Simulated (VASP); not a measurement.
# Zr2PdS3 (P6/mmm) in VASP: relaxation of cell and atoms with PBE

Aim: the relaxation of cell and atoms of Zr2PdS3 with PBE.

Everything below comes from runs of VASP 6.6.1. Logs are shortened: lines on timing, memory, paths and dates and some standing lists are left out, and cuts for length are marked.

**1. The cell of the first run**

The structure is hexagonal, space group P6/mmm (No. 191). Conventional cell: a = 6.444 Å, b = 6.444 Å, c = 3.486 Å, α = 90.00°, β = 90.00°, γ = 120.00°. Within 3.5 Å of Zr (site symmetry -6m2) lie 6 S at 2.55 Å and 2 Zr at 3.49 Å. Within 4.6 Å of Pd (site symmetry 6/mmm) lie 2 Pd at 3.49 Å and 12 S at 3.66 Å and 6 Zr at 3.72 Å. Within 3.5 Å of S (site symmetry mmm) lie 4 Zr at 2.55 Å and 6 S at 3.22 to 3.49 Å.

The cell was generated, and may not be a known phase.

**2. Relaxation of cell and atoms, PBE**

Contents of INCAR:

```
SYSTEM = Zr2PdS3
PREC = Accurate
ENCUT = 600
EDIFF = 1E-6
ISMEAR = 0
SIGMA = 0.1
LREAL = .FALSE.
LASPH = .TRUE.
NELM = 80
ALGO = Normal
ISIF = 3
LWAVE = .FALSE.
LCHARG = .FALSE.
GGA = PE
IBRION = 2
NSW = 100
EDIFFG = -0.01
```

Contents of KPOINTS:

```
Automatic mesh
0
G
  6 6 12
  0 0 0
```

Contents of POSCAR:

```
Zr2PdS3
1.0
    6.4435444031      0.0000000000      0.0000000000
   -3.2217722015      5.5802731435      0.0000000000
    0.0000000000      0.0000000000      3.4864924240
Zr Pd S
2 1 3
Direct
    0.3333333333      0.6666666667      0.0000000000
    0.6666666667      0.3333333333      0.0000000000
    0.0000000000      0.0000000000      0.0000000000
    0.5000000000      0.0000000000      0.5000000000
    0.0000000000      0.5000000000      0.5000000000
    0.5000000000      0.5000000000      0.5000000000
```

Potentials or basis: VASP PAW PBE potentials, release 64 (Zr_sv, Pd, S).

On the command line:

```
cat potpaw_PBE.64/Zr_sv/POTCAR potpaw_PBE.64/Pd/POTCAR potpaw_PBE.64/S/POTCAR > POTCAR
mpirun -np 1 vasp_std > vasp.out
```

OUTCAR:

```text
SYSTEM = Zr2PdS3
   PREC = Accurate
   ENCUT = 600
   EDIFF = 1E-6
   ISMEAR = 0
   LREAL = .FALSE.
   LASPH = .TRUE.
   NELM = 80
   ISIF = 3
   GGA = PE
   IBRION = 2
   NSW = 100
   EDIFFG = -0.01

 ion  position               nearest neighbor table
   1  0.333  0.667  0.000-   4 2.55   4 2.55   5 2.55   5 2.55   6 2.55   6 2.55   2 3.72   2 3.72
                             2 3.72
   2  0.667  0.333  0.000-   4 2.55   4 2.55   5 2.55   5 2.55   6 2.55   6 2.55   1 3.72   1 3.72
                             1 3.72
   3  0.000  0.000  0.000-
   4  0.500  0.000  0.500-   1 2.55   2 2.55   1 2.55   2 2.55
   5  0.000  0.500  0.500-   1 2.55   2 2.55   1 2.55   2 2.55
   6  0.500  0.500  0.500-   1 2.55   2 2.55   1 2.55   2 2.55

  LATTYP: Found a hexagonal cell.
 ALAT       =     6.4435444031
 C/A-ratio  =     0.5410830136

  Lattice vectors:

 A1 = (   6.4435444031,   0.0000000000,   0.0000000000)
 A2 = (  -3.2217722015,   5.5802731435,   0.0000000000)
 A3 = (   0.0000000000,   0.0000000000,   3.4864924240)

Analysis of symmetry for initial positions (statically):
=====================================================================
 Subroutine PRICEL returns:
 Original cell was already a primitive cell.

 Routine SETGRP: Setting up the symmetry group for a
 hexagonal supercell.

 Subroutine GETGRP returns: Found 24 space group operations
 (whereof 24 operations were pure point group operations)
 out of a pool of 24 trial point group operations.

The static configuration has the point symmetry D_6h.

Analysis of symmetry for dynamics (positions and initial velocities):
=====================================================================
 Subroutine PRICEL returns:
 Original cell was already a primitive cell.

 Routine SETGRP: Setting up the symmetry group for a
 hexagonal supercell.

 Subroutine GETGRP returns: Found 24 space group operations
 (whereof 24 operations were pure point group operations)
 out of a pool of 24 trial point group operations.

The dynamic configuration has the point symmetry D_6h.

 Subroutine INISYM returns: Found 24 space group operations
 (whereof 24 operations are pure point group operations),
 and found     1 'primitive' translations

----------------------------------------------------------------------------------------

                                     Primitive cell

  volume of cell :     125.3629

  direct lattice vectors                    reciprocal lattice vectors
     6.443544403  0.000000000  0.000000000     0.155194088  0.089601349  0.000000000
    -3.221772201  5.580273144  0.000000000     0.000000000  0.179202697  0.000000000
     0.000000000  0.000000000  3.486492424     0.000000000  0.000000000  0.286821217

  length of vectors
     6.443544403  6.443544403  3.486492424     0.179202697  0.179202697  0.286821217

  position of ions in fractional coordinates (direct lattice)
     0.333333333  0.666666667  0.000000000
     0.666666667  0.333333333  0.000000000
     0.000000000  0.000000000  0.000000000
     0.500000000  0.000000000  0.500000000
     0.000000000  0.500000000  0.500000000
     0.500000000  0.500000000  0.500000000

  ion indices of the primitive-cell ions
   primitive index   ion index
                 1           1
                 2           2
                 3           3
                 4           4
                 5           5
                 6           6

----------------------------------------------------------------------------------------

 KPOINTS: Automatic mesh

Automatic generation of k-mesh.
 Grid dimensions read from file:
 generate k-points for:    6    6   12

 Generating k-lattice:

  Cartesian coordinates                     Fractional coordinates (reciprocal lattice)
     0.025865681  0.014933558  0.000000000     0.166666667  0.000000000  0.000000000
     0.000000000  0.029867116  0.000000000     0.000000000  0.166666667  0.000000000
     0.000000000  0.000000000  0.023901768     0.000000000  0.000000000  0.083333333

  Length of vectors
     0.029867116  0.029867116  0.023901768

  Shift w.r.t. Gamma in fractional coordinates (k-lattice)
     0.000000000  0.000000000  0.000000000

 Subroutine IBZKPT returns following result:
 ===========================================

 Found     49 irreducible k-points:

 Following reciprocal coordinates:
            Coordinates               Weight
  0.000000  0.000000  0.000000      1.000000
  0.166667  0.000000  0.000000      6.000000
  0.333333  0.000000  0.000000      6.000000
  0.500000  0.000000  0.000000      3.000000
  0.166667  0.166667  0.000000      6.000000
  0.333333  0.166667  0.000000     12.000000
[... 16 lines left out ...]
  0.166667  0.000000  0.250000     12.000000
  0.333333  0.000000  0.250000     12.000000
 [... further k-points ...]
   k-points           NKPTS =     49   k-points in BZ     NKDIM =     49   number of bands    NBANDS=     31
   number of dos      NEDOS =    301   number of ions     NIONS =      6
   total plane-waves  NPLWV =  81648
   dimension x,y,z NGX =    54 NGY =   54 NGZ =   28
   dimension x,y,z NGXF=   108 NGYF=  108 NGZF=   56
   ions per type =               2   1   3
   NGX,Y,Z   is equivalent  to a cutoff of  13.93, 13.93, 13.35 a.u.
   NGXF,Y,Z  is equivalent  to a cutoff of  27.86, 27.86, 26.70 a.u.
 SYSTEM =  Zr2PdS3
   PREC   = accura    normal or accurate (medium, high low for compatibility)
   ISTART =      0    job   : 0-new  1-cont  2-samecut
   ICHARG =      2    charge: 1-file 2-atom 10-const
   ISPIN  =      1    spin polarized calculation?
   LNONCOLLINEAR =      F non collinear calculations
   LSORBIT =      F    spin-orbit coupling
   LASPH  =      T    aspherical Exc in radial PAW
   ENCUT  =  600.0 eV  44.10 Ry    6.64 a.u.  12.87 12.87  6.96*2*pi/ulx,y,z
   NELM   =     80;   NELMIN=  2; NELMDL= -5     # of ELM steps
   EDIFF  = 0.1E-05   stopping-criterion for ELM
   LREAL  =      F    real-space projection
   EDIFFG = -.1E-01   stopping-criterion for IOM
   NSW    =    100    number of steps for IOM
   IBRION =      2    ionic relax: 0-MD 1-quasi-New 2-CG
   NFREE  =      1    steps in history (QN), initial steepest desc. (CG)
   ISIF   =      3    stress and relaxation
   ISYM   =      2    0-nonsym 1-usesym 2-fastsym
   POTIM  = 0.5000    time-step for ionic-motion
   TEBEG  =    0.0;   TEEND  =   0.0 temperature during run
   PSTRESS=    0.0 pullay stress
   NELECT =      52.0000    total number of electrons
   NUPDOWN=      -1.0000    fix difference up-down
   EMIN   =  10.00;   EMAX   =-10.00  energy-range for DOS
   EFERMI =   0.00;   METHOD = LEGACY
   ISMEAR =     0;   SIGMA  =   0.10  broadening in eV -4-tet -1-fermi 0-gaus
   EFERMI_NEDOS =   21; number of points for ismear=-14 and -15
   IALGO  =     38    algorithm
   IMIX   =      4    mixing-type and parameters
     AMIX     =   0.40;   BMIX     =  1.00
     AMIX_MAG =   1.60;   BMIX_MAG =  1.00
  volume/ion in A,a.u.               =      20.89       141.00
  Fermi-wavevector in a.u.,A,eV,Ry     =   1.220917  2.307199 20.281378  1.490639
  Thomas-Fermi vector in A             =   2.356118
   LORBIT       =      0    0 simple, 1 ext, 2 COOP (PROOUT), +10 PAW based schemes
   GGA     = PE    functional components
   LHFCALC =     F    Hartree Fock is set to
   AEXX    =    0.0000 exact exchange contribution
   IVDW    =     0    specifies the selected vdW correction
   LEPSILON=     F    determine dielectric tensor
   LRPA    =     F    only Hartree local field effects (RPA)
 conjugate gradient relaxation of ions
 non-spin polarized calculation
 Gauss-broadening in eV      SIGMA  =   0.10
  energy-cutoff  :      600.00
  volume of cell :      125.36
 maximum number of plane-waves:      4212
 NGX is ok and might be reduce to    54
   NGX = 25   NGY = 25   NGZ = 13

--------------------------------------- Ionic step        1  -------------------------------------------

 number of electron      52.0000002 magnetization

 Free energy of the ion-electron system (eV)
  ---------------------------------------------------
  ext. energy  EPLUGINS =         0.00000000
  ---------------------------------------------------
  free energy    TOTEN  =       -39.59101107 eV

  energy without entropy =      -39.56071639  energy(sigma->0) =      -39.57586373

------------------------ aborting loop because EDIFF is reached ----------------------------------------

  FORCE on cell =-STRESS in cart. coord.  units (eV):
  Direction    XX          YY          ZZ          XY          YZ          ZX
  --------------------------------------------------------------------------------------
  -------------------------------------------------------------------------------------
  Total        0.0034771      0.0034771      0.4310205      0.0000000     -0.0000000      0.0000000
  in kB        0.0444384      0.0444384      5.5085784      0.0000000     -0.0000000      0.0000000
  external PRESSURE =       1.8658184 kB  Pullay stress =       0.0000000 kB
[... 145 lines left out ...]
  energy  without entropy=      -39.5616781369  energy(sigma->0) =      -39.57674927

--------------------------------------- Ionic step        5  -------------------------------------------

 number of electron      51.9999999 magnetization

 Free energy of the ion-electron system (eV)
  ---------------------------------------------------
  ext. energy  EPLUGINS =         0.00000000
  ---------------------------------------------------
  free energy    TOTEN  =       -39.59188875 eV

  energy without entropy =      -39.56186323  energy(sigma->0) =      -39.57687599

 E-fermi :   7.3835     XC(G=0): -10.3744

 val. band max:        7.3797650721   @ k =   0.1667   0.0000   0.0000
 cond. band min:       7.3910540798   @ k =   0.3333   0.1667   0.0000
 fundamental gap:      0.0112890077
 Fermi energy:         7.3834955335

 k-point     1 :       0.0000    0.0000    0.0000
  band No.  band energies     occupation
      1     -42.9478      2.00000
      2     -42.9344      2.00000
      3     -21.1058      2.00000
      4     -21.1058      2.00000
      5     -20.9686      2.00000
      6     -20.9686      2.00000
[... 805 lines left out ...]
     30       8.6975      0.00000
     31       8.9907      0.00000

 [... further k-points ...]
[... 5 lines left out ...]
  --------------------------------------------------------------------------------------
  -------------------------------------------------------------------------------------
  Total       -0.0011838     -0.0011838      0.0035132     -0.0000000     -0.0000000     -0.0000000
  in kB       -0.0151299     -0.0151299      0.0449026     -0.0000000     -0.0000000     -0.0000000
  external PRESSURE =       0.0048809 kB  Pullay stress =       0.0000000 kB
[... 21 lines left out ...]
  FREE ENERGIE OF THE ION-ELECTRON SYSTEM (eV)
  ---------------------------------------------------
  free  energy   TOTEN  =       -39.5918887467 eV

  energy  without entropy=      -39.5618632264  energy(sigma->0) =      -39.57687599

 reached required accuracy - stopping structural energy minimisation
```

It took 24 min on 1 thread of Intel Xeon 8259CL, shared host; peak memory 0.45 GiB.

Results:

- Free energy: -39.5919 eV
- Energy gained by relaxing: 0.1 meV/atom
- Ionic steps: 5
- Pressure after relaxing: 0.0 GPa
- Band gap on the k mesh: zero (bands 26 and 27 overlap by 1.05 eV)

The path:
```tsv
step	energy change (eV)	largest force (eV/Å)	pressure (GPa)	volume (Å³)
1	0.0000	0.0000	0.19	125.36
2	-0.0005	0.0000	-0.25	125.80
3	-0.0005	0.0000	-0.13	125.68
4	-0.0008	0.0000	-0.05	125.50
5	-0.0009	0.0000	0.00	125.35
```

Final structure:
```cif
data_structure
_symmetry_space_group_name_H-M 'P 1'
_symmetry_Int_Tables_number 1
_cell_length_a 6.4303
_cell_length_b 6.4303
_cell_length_c 3.5006
_cell_angle_alpha 90.000
_cell_angle_beta 90.000
_cell_angle_gamma 120.000
_cell_volume 125.35
loop_
_atom_site_label
_atom_site_type_symbol
_atom_site_fract_x
_atom_site_fract_y
_atom_site_fract_z
_atom_site_occupancy
Zr1 Zr 0.33333 0.66667 0.00000 1
Zr2 Zr 0.66667 0.33333 0.00000 1
Pd1 Pd 0.00000 0.00000 0.00000 1
S1 S 0.50000 0.00000 0.50000 1
S2 S 0.00000 0.50000 0.50000 1
S3 S 0.50000 0.50000 0.50000 1
```

Levels at points of the mesh, in eV from the Fermi level:
```tsv
k point	band 22	band 23	band 24	band 25	band 26	band 27	band 28	band 29	band 30	band 31
(0.00, 0.00, 0.00)	-1.75	-1.44	-1.44	-0.94	-0.94	-0.08	0.04	0.04	0.09	0.09
(0.50, 0.00, 0.00)	-1.56	-1.24	-0.86	-0.83	-0.83	-0.04	0.15	0.51	1.42	1.51
(0.00, 0.00, 0.50)	-1.26	-0.86	-0.86	-0.82	-0.79	-0.79	1.54	1.64	1.64	2.33
(0.50, 0.00, 0.50)	-1.48	-1.38	-1.15	-1.03	0.03	0.12	0.91	1.15	1.90	2.17
```

Caveat: the highest band is partly filled, so the run has too few bands.
